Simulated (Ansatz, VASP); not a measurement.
HfN: VASP and Ansatz over several settings

```
Hf N
1.0
     2.76736    0.00000    0.00000
     0.00000    2.76736    0.00000
     0.00000    0.00000    2.76736
Hf N
1 1
Direct
  0.50000 0.50000 0.50000
  0.00000 0.00000 0.00000
```

Single points on this cell with VASP 6.6.1 and Ansatz 0.2.0. Each row is one pair of runs. Alike in all rows: spin: off; smearing: fermi-dirac, width 0.05 eV; Ansatz's potentials, cutoff: Ansatz PAW, 420 eV.

```tsv
level	k mesh	VASP's potentials, cutoff	gap on the k mesh at the Fermi level (eV), VASP	gap on the k mesh at the Fermi level (eV), Ansatz	pressure (GPa), VASP	pressure (GPa), Ansatz
LDA	9 × 9 × 9	VASP PAW LDA potentials, release 64 (Hf_pv, N), 520 eV	none	none	-2.0	0.0
BLYP	9 × 9 × 9	VASP PAW PBE potentials, release 64 (Hf_pv, N), 520 eV	none	none	24.5	26.8
PBE0	5 × 5 × 5	VASP PAW PBE potentials, release 64 (Hf_pv, N), 520 eV	none	none	4.6	9.8
```

Pressure (GPa): the two programs differ by at most 5.26.

VASP's potentials hold 15 valence electrons a cell and Ansatz's 31, so a difference there can come from the potentials and not from the codes.

A gap of «none» marks a metal or a gap that the smearing closes.

The k mesh is coarse in some rows, so the values compare programs but aren't converged. Neither program's run includes spin-orbit coupling.
